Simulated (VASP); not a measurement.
Input of a VASP 6.6.1 run:

Contents of INCAR:

```
SYSTEM = Ti4O
PREC = Accurate
ENCUT = 520
EDIFF = 1E-6
ISMEAR = 0
SIGMA = 0.1
LREAL = .FALSE.
LASPH = .TRUE.
NELM = 100
ALGO = Normal
ISIF = 2
LWAVE = .FALSE.
LCHARG = .FALSE.
LDIPOL = .TRUE.
IDIPOL = 3
DIPOL = 0.5 0.5 0.499
GGA = PS
IBRION = 2
NSW = 45
EDIFFG = -0.02
```

Contents of KPOINTS:

```
regular mesh
0
G
  12 12 1
  0 0 0
```

POSCAR

```
Ti4O
1.0
    2.8679135954      0.0000000000      0.0000000000
   -1.4339567977      2.4836860295      0.0000000000
    0.0000000000      0.0000000000     26.0249249352
Ti O
4 1
Selective dynamics
Direct
    0.6666666667      0.3333333333      0.3266099719  F F F
    0.3333333333      0.6666666667      0.4165868556  F F F
    0.0000000000      0.0000000000      0.5080269110  F F F
    0.6666666667      0.3333333333      0.5921085072  F F F
    1.0000000000      1.0000000000      0.6512825492  F F T
```

Potentials or basis: VASP PAW PBE potentials, release 64 (Ti_sv, O).

Command:

```bash
$ cat potpaw_PBE.64/Ti_sv/POTCAR potpaw_PBE.64/O/POTCAR > POTCAR
$ mpirun -np 1 vasp_std > vasp.out
```

**Question.** Estimate the energy gained by relaxing.

**Answer.** 447.7 meV/atom.

**Question.** Predict the band gap on the k mesh.

**Answer.** Zero (bands 27 and 28 overlap by 0.69 eV).

Step by step:
| step | energy change (eV) | largest force on free atoms (eV/Å) | pressure (GPa) |
| --- | --- | --- | --- |
| 1 | 0.0000 | 6.0878 | -3.29 |
| 2 | -1.5543 | 4.0889 | -1.55 |
| 3 | -2.2241 | 0.6400 | 1.62 |
| 4 | -2.2380 | 0.1042 | 2.35 |
| 5 | -2.2381 | 0.0797 | 2.17 |
| 6 | -2.2381 | 0.0791 | 2.17 |
| 7 | -2.2381 | 0.0768 | 2.17 |
| 8 | -2.2381 | 0.0760 | 2.17 |
| 9 | -2.2381 | 0.0761 | 2.17 |
| 10 | -2.2381 | 0.0760 | 2.17 |
| 11 | -2.2381 | 0.0754 | 2.17 |
| 12 | -2.2381 | 0.0755 | 2.17 |
| 13 | -2.2381 | 0.0744 | 2.17 |
| 14 | -2.2382 | 0.0722 | 2.18 |
| 15 | -2.2382 | 0.0688 | 2.18 |
| 16 | -2.2382 | 0.0616 | 2.19 |
| 17 | -2.2383 | 0.0460 | 2.20 |
| 18 | -2.2383 | 0.0161 | 2.23 |

Caveat: the PAW data sets were made with another functional, which shifts forces and pressure a little.
